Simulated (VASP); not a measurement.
Input of a VASP 6.6.1 run:

The input INCAR:

```
ALGO = Normal ; EDIFF = 1E-6
EDIFFG = -0.01 ; ENCUT = 600
GGA = PE ; IBRION = 2
ISIF = 4 ; ISMEAR = 0
LASPH = True ; LCHARG = False
LREAL = False ; LWAVE = False
NELM = 100 ; NSW = 60
PREC = Accurate ; SIGMA = 0.05
```

Contents of KPOINTS:

```
k-points
0
Gamma
  12 12 8
```

File POSCAR:

```
CuO
1.0
    2.0678277942     -2.0674075788      0.1637725866
    2.0678277942      2.0674075788      0.1637725866
   -0.4055535919      0.0000000000      5.1011654347
Cu O
2 2
Direct
   -0.0057500000      0.4942500000      0.0018500000
    0.4942500000     -0.0057500000      0.5018500000
    0.4943316217      0.4941683783      0.2518500000
    0.4941683783      0.4943316217      0.7518500000
```

Potentials or basis: VASP PAW PBE potentials, release 64 (Cu, O).

The run is started by

```sh
$ cat potpaw_PBE.64/Cu/POTCAR potpaw_PBE.64/O/POTCAR > POTCAR
$ mpirun -np 1 vasp_std > vasp.out
```

What does it give for the band gap on the k mesh?

Zero (bands 17 and 18 overlap by 1.17 eV).

Final structure:
```
CELL_PARAMETERS angstrom
2.06016 -2.06016 0.16319
2.06016 2.06016 0.16319
-0.40843 0.00000 5.13815
ATOMIC_POSITIONS crystal
Cu 0.99425 0.49425 0.00185
Cu 0.49425 0.99425 0.50185
O 0.49433 0.49417 0.25185
O 0.49417 0.49433 0.75185
```

Caveat: semilocal functionals often make such compounds metallic where correlation or magnetic order opens a gap, which also shifts bond lengths. With open d or f shells a metallic result of PBE can be an artefact of self-interaction; +U or a hybrid may open a gap.
